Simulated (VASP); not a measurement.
A run of VASP 6.6.1 is set up as follows.

The input INCAR:

```
PREC = Accurate ; ENCUT = 520
EDIFF = 1E-6 ; ISMEAR = 0
SIGMA = 0.1 ; LREAL = F
LASPH = T ; NELM = 80
ALGO = Normal ; ISIF = 2
LWAVE = F ; LCHARG = F
GGA = CA ; IBRION = 2
NSW = 80 ; EDIFFG = -0.005
LUSENCCL = F
```

The input KPOINTS:

```
Automatic mesh
0
Gamma
  4 4 4
```

POSCAR

```
Sr3Ca
1.0
    0.0000000000      4.7304520000      4.7304520000
    4.7304520000      0.0000000000      4.7304520000
    4.7304520000      4.7304520000      0.0000000000
Sr Ca
3 1
Selective dynamics
Direct
    0.2500000000      0.2500000000      0.2500000000  T T T
    0.7341450000      0.7975640000      0.7341450000  T T T
    0.5000000000      0.5000000000      0.5000000000  F F F
    0.0000000000      0.0000000000      0.0000000000  T T T
```

Potentials or basis: VASP PAW LDA potentials, release 64 (Sr_sv, Ca_sv).

Run with:

```console
$ cat potpaw_LDA.64/Sr_sv/POTCAR potpaw_LDA.64/Ca_sv/POTCAR > POTCAR
$ mpirun -np 1 vasp_std > vasp.out
```

(1) What does it give for the energy gained by relaxing?

(2) Estimate the band gap on the k mesh.

Answers

(1) 12.1 meV/atom.

(2) zero (band 20 reaches 1.64 eV, above the bottom of band 21 at 1.43 eV).
